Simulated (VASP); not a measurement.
# Mg64O64F (a cell with a defect) in VASP: single point with PBE

Aim: the single point of Mg64O64F (a cell with a defect) with PBE.

All numbers are computed with VASP 6.6.1; they aren't measurements. Logs are shortened: lines on timing, memory, paths and dates and some standing lists are left out, and cuts for length are marked.

### Step 1. The cell of the first run

The cell holds a defect, 129 atoms: a = 12.033 Å, b = 12.033 Å, c = 12.033 Å, α = 60.00°, β = 60.00°, γ = 60.00°.

### Step 2. Single point, PBE

The input, INCAR:

```
SYSTEM = Mg64O64F
PREC = Accurate
ENCUT = 520
EDIFF = 1E-7
ISMEAR = -1
SIGMA = 0.01
LREAL = Auto
LASPH = .TRUE.
NELM = 80
ALGO = Normal
ISIF = 2
LWAVE = .FALSE.
LCHARG = .FALSE.
GGA = PE
NBANDS = 330
NELECT = 520.0
```

The input, KPOINTS:

```
Automatic mesh
0
G
  1 1 1
  0 0 0
```

The input, POSCAR:

```
Mg64O64F
1.0
    0.0000000000      8.5087624600      8.5087624600
    8.5087624600      0.0000000000      8.5087624600
    8.5087624600      8.5087624600      0.0000000000
Mg O F
64 64 1
Direct
    0.0006308203      0.0033226336     -0.0007290719
    0.0006128976      0.0034478574      0.2465621775
   -0.0005034810      0.0021684705      0.4968353530
   -0.0005037160      0.0023910645      0.7515108137
    0.0022705417      0.2544181378     -0.0033952646
    0.0009301588      0.2526231647      0.2472042803
[... 121 lines left out ...]
    0.8701428128      0.8806036759      0.8769785894
    0.0986125778      0.5986338229      0.7743348144
```

Potentials or basis: VASP PAW PBE potentials, release 64 (Mg, O, F).

Started as:

```sh
> cat potpaw_PBE.64/Mg/POTCAR potpaw_PBE.64/O/POTCAR potpaw_PBE.64/F/POTCAR > POTCAR
> mpirun -np 1 vasp_gam > vasp.out
```

OUTCAR:

```text
SYSTEM = Mg64O64F
   PREC = Accurate
   ENCUT = 520
   EDIFF = 1E-7
   ISMEAR = -1
   LREAL = Auto
   LASPH = .TRUE.
   NELM = 80
   ISIF = 2
   GGA = PE
   NELECT = 520.0

 ion  position               nearest neighbor table
   1  0.001  0.003  0.999-  80 2.08  68 2.10  77 2.11 113 2.11 116 2.13 125 2.16  13 2.96   2 2.98
                            17 2.99  20 2.99  53 2.99   4 2.99   8 3.01   5 3.02  50 3.02  29 3.02
   2  0.001  0.003  0.247-  78 2.08  65 2.10 113 2.11  77 2.11 114 2.13 126 2.16  15 2.95   1 2.98
                            17 2.98  18 2.99  54 2.99   3 3.00   6 3.00   5 3.01  50 3.02  30 3.03
   3  0.999  0.002  0.497-  66 2.10  78 2.11 114 2.12 127 2.14 115 2.14  79 2.14  16 2.91  18 2.98
                            55 2.99  19 2.99   2 3.00   7 3.01   6 3.01  51 3.01  31 3.03  15 3.04
   4  0.999  0.002  0.752-  67 2.10 116 2.11  80 2.11 128 2.14 115 2.14  79 2.14  16 2.90  20 2.98
                            56 2.99  19 2.99   1 2.99   7 3.01   8 3.01  49 3.01  32 3.03  13 3.04
   5  0.002  0.254  0.997-  72 2.04 120 2.12 117 2.12  68 2.14  65 2.14 113 2.16  24 2.98  21 2.98
                            57 2.98   8 2.99   6 3.00   2 3.01  53 3.01   1 3.02  54 3.02  17 3.02
   6  0.001  0.253  0.247-  69 2.09 117 2.11  65 2.12 118 2.13 114 2.15  66 2.15  21 2.98  58 2.99
                            22 3.00   5 3.00  54 3.00  10 3.00   2 3.00   3 3.01  55 3.01   7 3.02
   7  0.000  0.250  0.500-  70 2.11  66 2.13  67 2.13 119 2.13 118 2.13 115 2.13  23 2.99  22 2.99
                            56 3.00  55 3.00   4 3.01   3 3.01  59 3.01  10 3.02  11 3.02   6 3.02
   8  0.001  0.253  0.749-  71 2.09 120 2.11  68 2.13 119 2.13 116 2.15  67 2.15  24 2.98  60 2.99
                             5 2.99  23 3.00  53 3.00   1 3.01  11 3.01   4 3.01  56 3.01   7 3.02
   9  0.011  0.511  0.989-  76 2.11 129 2.13 121 2.18  69 2.18  72 2.23 124 2.23 117 2.28  13 2.97
[... 173 lines left out ...]
 127  0.870  0.880  0.623-  16 2.02  51 2.09   3 2.14  52 2.14  64 2.15  15 2.20
 128  0.870  0.881  0.877-  16 2.01  49 2.09   4 2.14  52 2.14  61 2.15  13 2.21
 129  0.099  0.599  0.774-  16 1.83  28 1.83  12 2.10   9 2.13

  LATTYP: Found a face centered cubic cell.
 ALAT       =    17.0175249200

  Lattice vectors:

 A1 = (   0.0000000000,   8.5087624600,   8.5087624600)
 A2 = (   8.5087624600,   0.0000000000,   8.5087624600)
 A3 = (   8.5087624600,   8.5087624600,   0.0000000000)

Analysis of symmetry for initial positions (statically):
=====================================================================
 Subroutine PRICEL returns:
 Original cell was already a primitive cell.

 Routine SETGRP: Setting up the symmetry group for a
 face centered cubic supercell.

 Subroutine GETGRP returns: Found  1 space group operations
 (whereof  1 operations were pure point group operations)
 out of a pool of 48 trial point group operations.

The static configuration has the point symmetry C_1 .

Analysis of symmetry for dynamics (positions and initial velocities):
=====================================================================
[... 224 lines left out ...]
   EFERMI_NEDOS =   21; number of points for ismear=-14 and -15
   IALGO  =     38    algorithm
   IMIX   =      4    mixing-type and parameters
     AMIX     =   0.40;   BMIX     =  1.00
     AMIX_MAG =   1.60;   BMIX_MAG =  1.00
  volume/ion in A,a.u.               =       9.55        64.45
  Fermi-wavevector in a.u.,A,eV,Ry     =   1.228003  2.320590 20.517479  1.507992
  Thomas-Fermi vector in A             =   2.362945
   LORBIT       =      0    0 simple, 1 ext, 2 COOP (PROOUT), +10 PAW based schemes
   GGA     = PE    functional components
   LHFCALC =     F    Hartree Fock is set to
   AEXX    =    0.0000 exact exchange contribution
   IVDW    =     0    specifies the selected vdW correction
   LEPSILON=     F    determine dielectric tensor
   LRPA    =     F    only Hartree local field effects (RPA)
 non-spin polarized calculation
  energy-cutoff  :      520.00
  volume of cell :     1232.05
 maximum number of plane-waves:     16612
 NGX is ok and might be reduce to    90
   NGX = 45   NGY = 45   NGZ = 45

 number of electron     519.9999995 magnetization

 Free energy of the ion-electron system (eV)
  ---------------------------------------------------
  ext. energy  EPLUGINS =         0.00000000
  ---------------------------------------------------
  free energy    TOTEN  =      -756.56461065 eV

  energy without entropy =     -756.56461065  energy(sigma->0) =     -756.56461065

 E-fermi :   5.1100     XC(G=0): -10.9731

 val. band max:        4.7932761264   @ k =   0.0000   0.0000   0.0000
 cond. band min:       7.4747083123   @ k =   0.0000   0.0000   0.0000
 fundamental gap:      2.6814321859
 Fermi energy:         5.1100177452

 k-point     1 :       0.0000    0.0000    0.0000
  band No.  band energies     occupation
      1     -19.2434      2.00000
      2     -14.1437      2.00000
      3     -13.6615      2.00000
      4     -13.6428      2.00000
      5     -13.6352      2.00000
      6     -13.5869      2.00000
[... 264 lines left out ...]
    271      10.7035      0.00000
    272      10.7189      0.00000
 [bands above 272 left out]

------------------------ aborting loop because EDIFF is reached ----------------------------------------

  FORCE on cell =-STRESS in cart. coord.  units (eV):
  Direction    XX          YY          ZZ          XY          YZ          ZX
  --------------------------------------------------------------------------------------
  -------------------------------------------------------------------------------------
  Total       26.5739152     26.6134459     10.1500483      4.3384283     -0.0539523     -0.0466950
  in kB       34.5570716     34.6084778     13.1992573      5.6417496     -0.0701603     -0.0607227
  external PRESSURE =      27.4549356 kB  Pullay stress =       0.0000000 kB

 VOLUME and BASIS-vectors are now :
 -----------------------------------------------------------------------------
  energy-cutoff  :      520.00
  volume of cell :     1232.05
      direct lattice vectors                 reciprocal lattice vectors
     0.000000000  8.508762460  8.508762460    -0.058762952  0.058762952  0.058762952
     8.508762460  0.000000000  8.508762460     0.058762952 -0.058762952  0.058762952
     8.508762460  8.508762460  0.000000000     0.058762952  0.058762952 -0.058762952

 POSITION                                       TOTAL-FORCE (eV/Angst)
 -----------------------------------------------------------------------------------
      8.53083      8.50793      0.03364        -0.008338      0.002095      0.005734
      2.12728      2.10315      0.03455        -0.001005      0.009377      0.005010
      4.24591     12.73193      8.52293        -0.011317      0.000470     -0.006459
      6.41477     14.89890      8.52482        -0.003338      0.010589     -0.005189
     10.64466      8.49919      2.18410        -0.007808      0.011801     -0.006315
      4.25291      2.11132      2.15743        -0.002888     -0.003588      0.002760
[... 121 lines left out ...]
     14.95485     14.86584     14.89669        -0.002663      0.002844      0.012818
     11.68226      7.42770      5.93270         0.018656      0.040115     -0.807946
 -----------------------------------------------------------------------------------
    total drift:                                0.002644      0.005680      0.022870

  FREE ENERGIE OF THE ION-ELECTRON SYSTEM (eV)
  ---------------------------------------------------
  free  energy   TOTEN  =      -756.5646106549 eV

  energy  without entropy=     -756.5646106549  energy(sigma->0) =     -756.56461065
```

OSZICAR:

```text
N       E                     dE             d eps       ncg     rms          rms(c)
DAV:   1     0.521738618076E+04    0.52174E+04   -0.28873E+05   668   0.154E+03
DAV:   2    -0.241545526056E+03   -0.54589E+04   -0.52381E+04   976   0.359E+02
DAV:   3    -0.848311538634E+03   -0.60677E+03   -0.60226E+03   760   0.126E+02
[... 12 lines left out ...]
DAV:  16    -0.756564616718E+03    0.25883E-05   -0.51802E-05   792   0.181E-02    0.165E-02
DAV:  17    -0.756564610234E+03    0.64847E-05   -0.26630E-05   856   0.150E-02    0.540E-03
DAV:  18    -0.756564610816E+03   -0.58218E-06   -0.10095E-05   720   0.593E-03    0.267E-03
DAV:  19    -0.756564610581E+03    0.23493E-06   -0.55300E-07   744   0.162E-03    0.162E-03
DAV:  20    -0.756564610655E+03   -0.74058E-07   -0.11053E-07   448   0.750E-04
   1 F= -.75656461E+03 E0= -.75656461E+03  d E =-.114631E-13
```

stdout:

```text
POSCAR found type information on POSCAR MgO F
 POSCAR found :  3 types and     129 ions
 scaLAPACK will be used
 LDA part: xc-table for (Slater+PW92), standard interpolation
 POSCAR, INCAR and KPOINTS ok, starting setup
 FFT: planning ... GRIDC
 FFT: planning ... GRID_SOFT
 FFT: planning ... GRID
 WAVECAR not read
 entering main loop
 the old and the new charge density differ
 old charge density:   519.00000 new  520.00000
    0.585E+01
```

It took 38 min on 1 thread of AMD EPYC 7R13, shared host; peak memory 1.3 GiB.

Results:

```
Free energy   : -756.5646 eV
Largest force : 0.809 eV/Å
```

Forces on the atoms (eV/Å):
```
Mg  -0.008  0.002  0.006
Mg  -0.001  0.009  0.005
Mg  -0.011  0.000 -0.006
Mg  -0.003  0.011 -0.005
Mg  -0.008  0.012 -0.006
Mg  -0.003 -0.004  0.003
Mg  -0.001 -0.001  0.001
Mg   0.001  0.002 -0.001
Mg  -0.042 -0.042  0.042
Mg  -0.005 -0.005  0.003
Mg  -0.003 -0.003 -0.007
Mg   0.026  0.026  0.018
Mg  -0.041 -0.002  0.012
Mg  -0.008  0.008  0.002
Mg  -0.009  0.036  0.013
Mg  -0.063  0.032  0.033
Mg   0.000 -0.001  0.003
Mg  -0.002 -0.024  0.011
Mg   0.007 -0.007  0.007
Mg   0.021  0.003  0.007
Mg  -0.011 -0.017 -0.004
Mg   0.004 -0.012  0.004
Mg   0.011 -0.002  0.005
Mg   0.017  0.011 -0.003
Mg  -0.004 -0.038  0.013
Mg   0.007 -0.008  0.002
Mg   0.032 -0.009  0.014
Mg   0.046 -0.077  0.029
Mg  -0.005 -0.004 -0.002
Mg  -0.003 -0.002  0.007
Mg  -0.037 -0.033  0.132
Mg   0.027  0.030  0.104
Mg  -0.009 -0.010  0.005
Mg  -0.003 -0.004  0.007
Mg   0.004  0.004  0.006
Mg   0.009  0.009  0.008
Mg  -0.004 -0.008  0.003
Mg   0.003 -0.003  0.002
Mg   0.010  0.004  0.003
Mg   0.007 -0.009 -0.004
Mg   0.002 -0.009  0.006
Mg   0.009 -0.001  0.006
Mg   0.000 -0.011 -0.008
Mg   0.011 -0.004 -0.008
Mg  -0.002  0.001  0.002
Mg  -0.025 -0.003  0.010
Mg  -0.007  0.007  0.007
Mg   0.004  0.022  0.007
Mg  -0.005 -0.004  0.003
Mg  -0.003  0.003  0.001
Mg   0.004  0.008  0.003
Mg  -0.009  0.006 -0.004
Mg  -0.003 -0.004  0.000
Mg   0.004  0.004  0.003
Mg   0.001  0.001 -0.005
Mg  -0.002 -0.002 -0.004
Mg   0.012 -0.008 -0.006
Mg  -0.005 -0.004  0.003
Mg  -0.001 -0.001  0.001
Mg   0.003  0.003 -0.001
Mg  -0.018 -0.010 -0.007
Mg  -0.012  0.004  0.004
Mg  -0.002  0.012  0.006
Mg   0.010  0.019 -0.004
O    0.002  0.016 -0.014
O    0.003  0.004  0.004
O   -0.006 -0.002  0.004
O   -0.015 -0.002 -0.010
O    0.004 -0.013  0.035
O   -0.005  0.005  0.003
O    0.022 -0.007  0.034
O   -0.098  0.090 -0.106
O   -0.012 -0.009 -0.008
O    0.032  0.034 -0.005
O    0.084  0.082  0.177
O   -0.054 -0.058  0.172
O    0.002  0.002 -0.005
O    0.006 -0.015  0.018
O   -0.034  0.032 -0.032
O    0.017 -0.005  0.024
O    0.007 -0.001  0.001
O    0.000 -0.001  0.002
O   -0.001 -0.004  0.001
O   -0.014  0.016 -0.002
O    0.000 -0.007  0.001
O    0.012  0.000  0.003
O    0.004 -0.001  0.011
O    0.003 -0.004  0.014
O    0.002  0.002 -0.005
O   -0.015  0.006  0.017
O    0.034 -0.037 -0.030
O   -0.005  0.018  0.025
O    0.004  0.003 -0.004
O    0.006  0.005 -0.002
O   -0.003 -0.004 -0.003
O    0.000 -0.002  0.004
O    0.000  0.000 -0.002
O   -0.001 -0.001  0.003
O   -0.005 -0.006  0.005
O    0.004  0.004  0.009
O    0.001  0.003 -0.006
O   -0.005  0.002  0.000
O    0.005 -0.001  0.008
O   -0.007  0.003 -0.001
O    0.015  0.003 -0.015
O    0.005  0.005  0.004
O   -0.003 -0.006  0.004
O   -0.003 -0.015 -0.010
O   -0.002  0.008  0.002
O   -0.001 -0.001  0.003
O   -0.005  0.000  0.002
O    0.017 -0.015 -0.002
O    0.002  0.002 -0.006
O    0.001 -0.004  0.000
O    0.001  0.004  0.008
O    0.002 -0.006 -0.001
O   -0.002 -0.001 -0.002
O   -0.002 -0.002  0.001
O    0.003  0.002  0.004
O   -0.001 -0.001 -0.003
O   -0.012  0.005  0.036
O    0.004 -0.004  0.002
O   -0.008  0.022  0.033
O    0.093 -0.099 -0.102
O   -0.008  0.000  0.001
O    0.000  0.013  0.002
O   -0.001  0.006  0.010
O   -0.003  0.003  0.013
F    0.019  0.040 -0.808
```

Caveat: the k points lie up to 0.64 Å⁻¹ apart; the cell carries a net charge on a neutralising background, which shifts energy and pressure; the cell is charged against a uniform background, so pressure and absolute levels hang on convention.
